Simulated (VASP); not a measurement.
# PbF2 (R-3m) in VASP: notebook

The runs below take PbF2 through single point, with PBEsol, LDA.

Program: VASP 6.6.1. These are calculated values, not measurements. Logs are shortened: lines on timing, memory, paths and dates and some standing lists are left out, and cuts for length are marked.

## Step 1: The cell of the first run

The typed cell holds 3 atoms: a = 4.244 Å, b = 4.244 Å, c = 4.244 Å, α = 59.97°, β = 59.97°, γ = 59.97°.

## Step 2: Single point, PBEsol

Contents of INCAR:

```
ALGO     = Normal         # electronic algorithm
EDIFF    = 1E-6           # SCF threshold, eV
ENCUT    = 520            # plane-wave cutoff, eV
GGA      = PS             # functional
ISIF     = 2              # what is computed and relaxed
ISMEAR   = 0              # smearing method
LASPH    = T              # aspherical terms in the spheres
LCHARG   = F              # write CHGCAR
LREAL    = F              # projectors in reciprocal space
LWAVE    = F              # write WAVECAR
NBANDS   = 21             # bands
NELM     = 80             # most SCF steps
PREC     = Accurate       # precision mode
SIGMA    = 0.05           # smearing width, eV
```

Contents of KPOINTS:

```
k-points
0
Gamma
  10 10 10
```

Contents of POSCAR:

```
PbF2
1.0
    2.1210841894      1.2246085277      3.4660246807
   -2.1210841894      1.2246085277      3.4660246807
    0.0000000000     -2.4492170554      3.4660246807
Pb F
1 2
Direct
    0.0000000000      0.0000000000      0.0000000000
    0.2499510902      0.2499510902      0.2499510902
    0.7500489098      0.7500489098      0.7500489098
```

Potentials or basis: VASP PAW PBE potentials, release 64 (Pb_d, F).

Command:

```sh
$ cat potpaw_PBE.64/Pb_d/POTCAR potpaw_PBE.64/F/POTCAR > POTCAR
$ mpirun -np 1 vasp_std > vasp.out
```

OUTCAR:

```text
EDIFF = 1E-6
   ENCUT = 520
   GGA = PS
   ISIF = 2
   ISMEAR = 0
   LASPH = T
   LREAL = F
   NELM = 80
   PREC = Accurate

 ion  position               nearest neighbor table
   1  0.000  0.000  0.000-   3 2.60   2 2.60   3 2.60   3 2.60   2 2.60   2 2.60   3 2.60   2 2.60

   2  0.250  0.250  0.250-   1 2.60   1 2.60   1 2.60   1 2.60
   3  0.750  0.750  0.750-   1 2.60   1 2.60   1 2.60   1 2.60

  LATTYP: Found a trigonal (rhomboedric) cell.
 ALAT       =     4.2440536368
 COS(alpha) =     0.5004441130

  Lattice vectors:

 A1 = (   2.1210841894,   1.2246085277,   3.4660246807)
 A2 = (  -2.1210841894,   1.2246085277,   3.4660246807)
 A3 = (   0.0000000000,  -2.4492170554,   3.4660246807)

Analysis of symmetry for initial positions (statically):
=====================================================================
 Subroutine PRICEL returns:
 Original cell was already a primitive cell.

 Routine SETGRP: Setting up the symmetry group for a
 trigonal (rhombohedral) supercell.

 Subroutine GETGRP returns: Found 12 space group operations
 (whereof 12 operations were pure point group operations)
 out of a pool of 12 trial point group operations.

The static configuration has the point symmetry D_3d.

Analysis of symmetry for dynamics (positions and initial velocities):
=====================================================================
 Subroutine PRICEL returns:
 Original cell was already a primitive cell.

 Routine SETGRP: Setting up the symmetry group for a
 trigonal (rhombohedral) supercell.

 Subroutine GETGRP returns: Found 12 space group operations
 (whereof 12 operations were pure point group operations)
 out of a pool of 12 trial point group operations.

The dynamic configuration has the point symmetry D_3d.

 Subroutine INISYM returns: Found 12 space group operations
 (whereof 12 operations are pure point group operations),
 and found     1 'primitive' translations

----------------------------------------------------------------------------------------

                                     Primitive cell

  volume of cell :      54.0179

  direct lattice vectors                    reciprocal lattice vectors
     2.121084189  1.224608528  3.466024681     0.235728503  0.136097914  0.096171656
    -2.121084189  1.224608528  3.466024681    -0.235728503  0.136097914  0.096171656
     0.000000000 -2.449217055  3.466024681     0.000000000 -0.272195829  0.096171656

  length of vectors
     4.244053637  4.244053637  4.244053637     0.288685914  0.288685914  0.288685914

  position of ions in fractional coordinates (direct lattice)
     0.000000000  0.000000000  0.000000000
     0.249951090  0.249951090  0.249951090
     0.750048910  0.750048910  0.750048910

  ion indices of the primitive-cell ions
   primitive index   ion index
                 1           1
                 2           2
                 3           3

----------------------------------------------------------------------------------------

 KPOINTS: k-points

Automatic generation of k-mesh.
 Grid dimensions read from file:
 generate k-points for:   10   10   10

 Generating k-lattice:

  Cartesian coordinates                     Fractional coordinates (reciprocal lattice)
     0.023572850  0.013609791  0.009617166     0.100000000  0.000000000 -0.000000000
    -0.023572850  0.013609791  0.009617166     0.000000000  0.100000000 -0.000000000
     0.000000000 -0.027219583  0.009617166    -0.000000000 -0.000000000  0.100000000

  Length of vectors
     0.028868591  0.028868591  0.028868591

  Shift w.r.t. Gamma in fractional coordinates (k-lattice)
     0.000000000  0.000000000  0.000000000

 Subroutine IBZKPT returns following result:
 ===========================================

 Found    116 irreducible k-points:

 Following reciprocal coordinates:
            Coordinates               Weight
  0.000000  0.000000  0.000000      1.000000
  0.100000  0.000000  0.000000      6.000000
  0.200000  0.000000  0.000000      6.000000
  0.300000  0.000000  0.000000      6.000000
  0.400000  0.000000  0.000000      6.000000
  0.500000 -0.000000  0.000000      3.000000
[... 16 lines left out ...]
  0.300000  0.300000  0.000000      6.000000
  0.400000  0.300000  0.000000     12.000000
 [... further k-points ...]
   k-points           NKPTS =    116   k-points in BZ     NKDIM =    116   number of bands    NBANDS=     21
   number of dos      NEDOS =    301   number of ions     NIONS =      3
   total plane-waves  NPLWV =  32768
   dimension x,y,z NGX =    32 NGY =   32 NGZ =   32
   dimension x,y,z NGXF=    64 NGYF=   64 NGZF=   64
   ions per type =               1   2
   NGX,Y,Z   is equivalent  to a cutoff of  12.53, 12.53, 12.53 a.u.
   NGXF,Y,Z  is equivalent  to a cutoff of  25.07, 25.07, 25.07 a.u.
 SYSTEM =  unknown system
   PREC   = accura    normal or accurate (medium, high low for compatibility)
   ISTART =      0    job   : 0-new  1-cont  2-samecut
   ICHARG =      2    charge: 1-file 2-atom 10-const
   ISPIN  =      1    spin polarized calculation?
   LNONCOLLINEAR =      F non collinear calculations
   LSORBIT =      F    spin-orbit coupling
   LASPH  =      T    aspherical Exc in radial PAW
   ENCUT  =  520.0 eV  38.22 Ry    6.18 a.u.   7.89  7.89  7.89*2*pi/ulx,y,z
   NELM   =     80;   NELMIN=  2; NELMDL= -5     # of ELM steps
   EDIFF  = 0.1E-05   stopping-criterion for ELM
   LREAL  =      F    real-space projection
   EDIFFG = 0.1E-04   stopping-criterion for IOM
   NSW    =      0    number of steps for IOM
   IBRION =     -1    ionic relax: 0-MD 1-quasi-New 2-CG
   NFREE  =      0    steps in history (QN), initial steepest desc. (CG)
   ISIF   =      2    stress and relaxation
   ISYM   =      2    0-nonsym 1-usesym 2-fastsym
   POTIM  = 0.5000    time-step for ionic-motion
   TEBEG  =    0.0;   TEEND  =   0.0 temperature during run
   PSTRESS=    0.0 pullay stress
   NELECT =      28.0000    total number of electrons
   NUPDOWN=      -1.0000    fix difference up-down
   EMIN   =  10.00;   EMAX   =-10.00  energy-range for DOS
   EFERMI =   0.00;   METHOD = LEGACY
   ISMEAR =     0;   SIGMA  =   0.05  broadening in eV -4-tet -1-fermi 0-gaus
   EFERMI_NEDOS =   21; number of points for ismear=-14 and -15
   IALGO  =     38    algorithm
   IMIX   =      4    mixing-type and parameters
     AMIX     =   0.40;   BMIX     =  1.00
     AMIX_MAG =   1.60;   BMIX_MAG =  1.00
  volume/ion in A,a.u.               =      18.01       121.51
  Fermi-wavevector in a.u.,A,eV,Ry     =   1.315068  2.485118 23.529961  1.729403
  Thomas-Fermi vector in A             =   2.445276
   LORBIT       =      0    0 simple, 1 ext, 2 COOP (PROOUT), +10 PAW based schemes
   GGA     = PS    functional components
   LHFCALC =     F    Hartree Fock is set to
   AEXX    =    0.0000 exact exchange contribution
   IVDW    =     0    specifies the selected vdW correction
   LEPSILON=     F    determine dielectric tensor
   LRPA    =     F    only Hartree local field effects (RPA)
 non-spin polarized calculation
 Gauss-broadening in eV      SIGMA  =   0.05
  energy-cutoff  :      520.00
  volume of cell :       54.02
 maximum number of plane-waves:      1474
   NGX = 15   NGY = 15   NGZ = 15

 number of electron      28.0000030 magnetization

 Free energy of the ion-electron system (eV)
  ---------------------------------------------------
  ext. energy  EPLUGINS =         0.00000000
  ---------------------------------------------------
  free energy    TOTEN  =       -14.90734079 eV

  energy without entropy =      -14.90734079  energy(sigma->0) =      -14.90734079

 E-fermi :   1.6088     XC(G=0):  -9.4697

 val. band max:        1.2955772991   @ k =   0.5000   0.5000   0.5000
 cond. band min:       5.6050908928   @ k =   0.5000   0.5000   0.0000
 fundamental gap:      4.3095135937
 Fermi energy:         1.6087619946

 k-point     1 :       0.0000    0.0000    0.0000
  band No.  band energies     occupation
      1     -19.3864      2.00000
      2     -18.8105      2.00000
      3     -13.0320      2.00000
      4     -13.0319      2.00000
      5     -13.0319      2.00000
      6     -12.9838      2.00000
[... 13 lines left out ...]
     20      16.1957      0.00000
     21      18.3985      0.00000

 k-point     2 :       0.1000    0.0000    0.0000
  band No.  band energies     occupation
      1     -19.3684      2.00000
      2     -18.8263      2.00000
      3     -13.0283      2.00000
      4     -13.0283      2.00000
      5     -13.0134      2.00000
      6     -12.9838      2.00000
[... 13 lines left out ...]
     20      15.9096      0.00000
     21      18.1138      0.00000

 k-point     3 :       0.2000    0.0000    0.0000
  band No.  band energies     occupation
      1     -19.3183      2.00000
      2     -18.8709      2.00000
      3     -13.0210      2.00000
      4     -13.0209      2.00000
      5     -12.9816      2.00000
      6     -12.9816      2.00000
[... 13 lines left out ...]
     20      15.4388      0.00000
     21      17.1994      0.00000

 k-point     4 :       0.3000    0.0000    0.0000
  band No.  band energies     occupation
      1     -19.2479      2.00000
      2     -18.9336      2.00000
      3     -13.0173      2.00000
      4     -13.0172      2.00000
      5     -12.9734      2.00000
      6     -12.9734      2.00000
[... 13 lines left out ...]
     20      15.0882      0.00000
     21      16.2244      0.00000

 k-point     5 :       0.4000    0.0000    0.0000
  band No.  band energies     occupation
      1     -19.1717      2.00000
      2     -19.0029      2.00000
      3     -13.0178      2.00000
      4     -13.0177      2.00000
      5     -12.9632      2.00000
      6     -12.9631      2.00000
[... 13 lines left out ...]
     20      14.9017      0.00000
     21      15.4942      0.00000

 k-point     6 :       0.5000   -0.0000    0.0000
  band No.  band energies     occupation
      1     -19.1191      2.00000
      2     -19.0522      2.00000
      3     -13.0185      2.00000
      4     -13.0184      2.00000
      5     -12.9588      2.00000
      6     -12.9587      2.00000
[... 13 lines left out ...]
     20      14.8472      0.00000
     21      15.2119      0.00000

 k-point     7 :       0.1000    0.1000    0.0000
  band No.  band energies     occupation
      1     -19.3626      2.00000
      2     -18.8315      2.00000
      3     -13.0248      2.00000
      4     -13.0248      2.00000
      5     -13.0112      2.00000
      6     -12.9864      2.00000
[... 13 lines left out ...]
     20      16.2905      0.00000
     21      18.0217      0.00000
[... 291 lines left out ...]
      1     -19.1083      2.00000
      2     -19.0565      2.00000
      3     -13.0020      2.00000
      4     -12.9987      2.00000
      5     -12.9654      2.00000
      6     -12.9357      2.00000
[... 13 lines left out ...]
     20      16.3596      0.00000
     21      17.6882      0.00000

 k-point    21 :      -0.3000    0.2000    0.0000
  band No.  band energies     occupation
      1     -19.1659      2.00000
      2     -19.0037      2.00000
      3     -13.0003      2.00000
      4     -12.9982      2.00000
      5     -12.9791      2.00000
      6     -12.9391      2.00000
[... 13 lines left out ...]
     20      16.2148      0.00000
     21      17.9156      0.00000

 k-point    22 :      -0.2000    0.2000    0.0000
  band No.  band energies     occupation
      1     -19.2291      2.00000
      2     -18.9486      2.00000
      3     -13.0034      2.00000
      4     -13.0020      2.00000
      5     -12.9881      2.00000
      6     -12.9562      2.00000
[... 13 lines left out ...]
     20      15.8475      0.00000
     21      17.9496      0.00000

 k-point    23 :       0.3000    0.3000    0.0000
  band No.  band energies     occupation
      1     -19.2192      2.00000
      2     -18.9537      2.00000
      3     -13.0031      2.00000
      4     -12.9823      2.00000
      5     -12.9823      2.00000
      6     -12.9697      2.00000
[... 13 lines left out ...]
     20      17.0152      0.00000
     21      17.7251      0.00000

 k-point    24 :       0.4000    0.3000    0.0000
  band No.  band energies     occupation
      1     -19.1759      2.00000
      2     -18.9895      2.00000
      3     -13.0067      2.00000
      4     -12.9780      2.00000
      5     -12.9659      2.00000
      6     -12.9624      2.00000
[... 13 lines left out ...]
     20      16.9369      0.00000
     21      18.1726      0.00000

 [... further k-points ...]
[... 5 lines left out ...]
  --------------------------------------------------------------------------------------
  -------------------------------------------------------------------------------------
  Total       -1.2403355     -1.2403355     -1.2484049      0.0000000     -0.0000000      0.0000000
  in kB      -36.7884647    -36.7884647    -37.0278029      0.0000000     -0.0000000      0.0000000
  external PRESSURE =     -36.8682441 kB  Pullay stress =       0.0000000 kB

 VOLUME and BASIS-vectors are now :
 -----------------------------------------------------------------------------
  energy-cutoff  :      520.00
  volume of cell :       54.02
      direct lattice vectors                 reciprocal lattice vectors
     2.121084189  1.224608528  3.466024681     0.235728503  0.136097914  0.096171656
    -2.121084189  1.224608528  3.466024681    -0.235728503  0.136097914  0.096171656
     0.000000000 -2.449217055  3.466024681     0.000000000 -0.272195829  0.096171656

 POSITION                                       TOTAL-FORCE (eV/Angst)
 -----------------------------------------------------------------------------------
      0.00000      0.00000      0.00000         0.000000     -0.000000     -0.000000
      0.00000      0.00000      2.59901         0.000000     -0.000000      0.000665
      0.00000      0.00000      7.79906         0.000000      0.000000     -0.000665
 -----------------------------------------------------------------------------------
    total drift:                               -0.000000     -0.000000      0.000000

  FREE ENERGIE OF THE ION-ELECTRON SYSTEM (eV)
  ---------------------------------------------------
  free  energy   TOTEN  =       -14.9073407936 eV

  energy  without entropy=      -14.9073407936  energy(sigma->0) =      -14.90734079
```

It took 2.9 min on 1 thread of Oxide Virtual Turin-like, shared host; peak memory 0.22 GiB.

Results:

- Free energy: -14.9073 eV
- Pressure: -3.7 GPa
- Band gap on the k mesh: 4.31 eV (least direct gap 4.46 eV)

Levels at points of the mesh, in eV from the valence-band top:
| k point | band 10 | band 11 | band 12 | band 13 | band 14 | band 15 | band 16 | band 17 | band 18 | band 19 |
| --- | --- | --- | --- | --- | --- | --- | --- | --- | --- | --- |
| (0.00, 0.00, 0.00) | -2.24 | -2.24 | -1.75 | -1.75 | -1.75 | 6.63 | 6.64 | 6.64 | 10.43 | 14.90 |
| (0.50, 0.00, 0.00) | -2.43 | -2.43 | -1.92 | -1.92 | 0.00 | 4.95 | 7.46 | 7.47 | 13.03 | 13.54 |
| (0.50, 0.50, 0.00) | -3.28 | -1.35 | -1.35 | -1.34 | -0.15 | 4.31 | 7.69 | 7.69 | 8.91 | 13.90 |
| (0.50, 0.50, 0.50) | -2.43 | -2.43 | -1.92 | -1.92 | 0.00 | 4.94 | 7.47 | 7.47 | 13.03 | 13.55 |

Caveat: the cell stands under tension; the PAW data sets were made with another functional, which shifts forces and pressure a little; spin-orbit coupling is left out, which moves the levels of the heavy elements. A k mesh can miss the band edges.

## Step 3: Single point, LDA

Contents of INCAR:

```
SYSTEM = PbF2
PREC     = Accurate       ! precision mode
ENCUT    = 520            ! plane-wave cutoff, eV
EDIFF    = 1E-7           ! SCF threshold, eV
ISMEAR   = 0              ! smearing method
SIGMA    = 0.05           ! smearing width, eV
LREAL    = .False.        ! projectors in reciprocal space
LASPH    = .True.         ! aspherical terms in the spheres
NELM     = 100            ! most SCF steps
ALGO     = Normal         ! electronic algorithm
ISIF     = 2              ! what is computed and relaxed
LWAVE    = .False.        ! write WAVECAR
LCHARG   = .False.        ! write CHGCAR
GGA      = CA             ! functional
NBANDS   = 21             ! bands
```

Contents of KPOINTS:

```
Automatic mesh
0
Gamma
  10 10 10
  0 0 0
```

POSCAR is that of step 2.

Potentials or basis: VASP PAW LDA potentials, release 64 (Pb_d, F).

Command:

```sh
$ cat potpaw_LDA.64/Pb_d/POTCAR potpaw_LDA.64/F/POTCAR > POTCAR
$ mpirun -np 1 vasp_std > vasp.out
```

It took 2.7 min on 1 thread of Oxide Virtual Turin-like, shared host; peak memory 0.2 GiB.

The run converged. Its results:

| Item | Value |
| --- | --- |
| Free energy | -15.8497 eV |
| Pressure | -6.7 GPa |
| Band gap on the k mesh | 4.22 eV (least direct gap 4.38 eV) |

Levels at points of the mesh, in eV from the valence-band top:
```tsv
k point	band 12	band 13	band 14	band 15	band 16	band 17
(0.00, 0.00, 0.00)	-1.77	-1.77	-1.77	6.53	6.54	6.54
(0.50, 0.00, 0.00)	-1.95	-1.95	0.00	4.83	7.38	7.39
(0.50, 0.50, 0.00)	-1.37	-1.36	-0.15	4.22	7.60	7.61
(0.50, 0.50, 0.50)	-1.95	-1.95	0.00	4.83	7.39	7.39
```

Caveat: the cell stands under tension; spin-orbit coupling is left out, which moves the levels of the heavy elements. A k mesh can miss the band edges.
